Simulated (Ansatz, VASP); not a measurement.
## SnO in VASP and in Ansatz

The input INCAR:

```
SYSTEM = SnO
PREC = Accurate ; ENCUT = 520
EDIFF = 1E-6 ; ISMEAR = 0
SIGMA = 0.05 ; LREAL = .False.
LASPH = .True. ; NELM = 80
ALGO = Normal ; ISIF = 2
LWAVE = .False. ; LCHARG = .False.
LDIPOL = .True. ; IDIPOL = 3
DIPOL = 0.5 0.5 0.399 ; GGA = PE
IVDW = 12 ; NBANDS = 50
```

KPOINTS

```
regular mesh
0
Gamma
  7 7 1
  0 0 0
```

POSCAR

```
SnO
1.0
    3.8201526697      0.0002954396      0.0000000000
   -0.0003145245      3.8201526682      0.0000000000
    0.0000000000      0.0000000000     22.2260755522
Sn O
4 4
Direct
    0.9999453086      0.9999453086      0.2024648926
    0.4999453086      0.4999453086      0.3087831570
    0.4999453086      0.8749453086      0.4887519504
    0.9999453086      1.3749453086      0.5950702148
    0.9999461247      0.4999461247      0.2556240248
    0.4999461247      0.9999461247      0.2556240248
    0.4999444925      1.3749444925      0.5419110826
    0.9999444925      0.8749444925      0.5419110826
```

Input for Ansatz:

```yaml
crystal:
  lattice:
    - [3.8201526697, 0.0002954396, 0.0]
    - [-0.0003145245, 3.8201526682, 0.0]
    - [0.0, 0.0, 22.2260755522]
  atoms:
    - { symbol: Sn, position: [0.9999453086, 0.9999453086, 0.2024648926] }
    - { symbol: O, position: [0.9999461247, 0.4999461247, 0.2556240248] }
    - { symbol: O, position: [0.4999461247, 0.9999461247, 0.2556240248] }
    - { symbol: Sn, position: [0.4999453086, 0.4999453086, 0.308783157] }
    - { symbol: Sn, position: [0.4999453086, 0.8749453086, 0.4887519504] }
    - { symbol: O, position: [0.4999444925, 1.3749444925, 0.5419110826] }
    - { symbol: O, position: [0.9999444925, 0.8749444925, 0.5419110826] }
    - { symbol: Sn, position: [0.9999453086, 1.3749453086, 0.5950702148] }
basis:
  ecutwfc: 420
kpoints:
  mp_grid: { grid: [7, 7, 1] }
hamiltonian:
  xc: pbe
  pseudopotentials: { kind: paw, azcp: { folder: soft_1 } }
  dispersion: d3bj
scf:
  occupations: { method: gaussian, width: 0.05 }
output:
  forces: true
  eigenvalues: true
efield:
  axis: 3
  dipole_correction: true
  ramp_width: 0.04
```

Alike in both runs: task single point; functional PBE; dispersion D3(BJ); k mesh 7 × 7 × 1; occupations gaussian, width 0.05 eV; no spin polarisation.

|  | VASP | Ansatz |
| --- | --- | --- |
| version | VASP 6.6.1 | Ansatz 0.2.0 |
| potentials or method | VASP PAW PBE potentials, release 64 (Sn_d, O), cutoff 520 eV | scalar-relativistic, plane waves, PAW |
| valence electrons in the cell | 80 | 80 |

VASP gave:

* gap on the k mesh at the Fermi level (eV): 2.31
* least direct gap on the mesh (eV): 2.52
* rms of the force components (eV/Å): 0.038

Task: Which values does Ansatz return?

Result: gap on the k mesh at the Fermi level (eV): 2.31; least direct gap on the mesh (eV): 2.55; rms of the force components (eV/Å): 0.014.

Ansatz's warnings: structure snapped to symmetry.
